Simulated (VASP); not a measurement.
Runs of VASP 6.6.1 on Ca. The structure is that of space group P6_3/mmc (No. 194), or close to it. The cells are those of the table. This isn't the form of Ca at room conditions, which is fcc.

| task | level | potentials or basis | cell | smearing | gap on the mesh (eV) | pressure (GPa) |
| --- | --- | --- | --- | --- | --- | --- |
| electric field gradients | RPBE | VASP PAW PBE potentials, release 64 (Ca_sv) | a = 3.980, b = 3.980, c = 6.520 Å, angles 90.0, 90.0, 120.0°, 2 atoms | fermi-dirac 0.08 eV | none | (a) |
| electric field gradients | PBEsol | VASP PAW PBE potentials, release 64 (Ca_sv) | a = 3.980, b = 3.980, c = 6.520 Å, angles 90.0, 90.0, 120.0°, 2 atoms | fermi-dirac 0.08 eV | none | -1.4 |
| single point | PBEsol | VASP PAW PBE potentials, release 64 (Ca_sv) | a = 3.980, b = 3.980, c = 6.520 Å, angles 90.0, 90.0, 120.0°, 2 atoms | fermi-dirac 0.08 eV | none | -1.4 |
| electric field gradients | PBE | VASP PAW PBE potentials, release 64 (Ca_sv) | a = 3.950, b = 3.950, c = 6.618 Å, angles 90.0, 90.0, 120.0°, 2 atoms | tetrahedron | none | -0.9 |
| single point | PBE | VASP PAW PBE potentials, release 64 (Ca_sv) | a = 3.980, b = 3.980, c = 6.520 Å, angles 90.0, 90.0, 120.0°, 2 atoms | methfessel-paxton 0.05 eV | none | -0.9 |
| electric field gradients | LDA | VASP PAW LDA potentials, release 64 (Ca_sv) | a = 3.980, b = 3.980, c = 6.520 Å, angles 90.0, 90.0, 120.0°, 2 atoms | fermi-dirac 0.08 eV | none | -2.3 |

Alike in all rows: no spin polarisation; k mesh 11 × 11 × 6; cutoff (eV) 520.

Task: Fill in the values left out.

Result: (a) 0.0.

Caveats: the PAW data sets were made with another functional, which shifts forces and pressure a little (at least some runs); tetrahedron occupations give inexact forces and stress in metals (at least some runs).

A gap of «none» marks levels without a gap at the run's occupations.
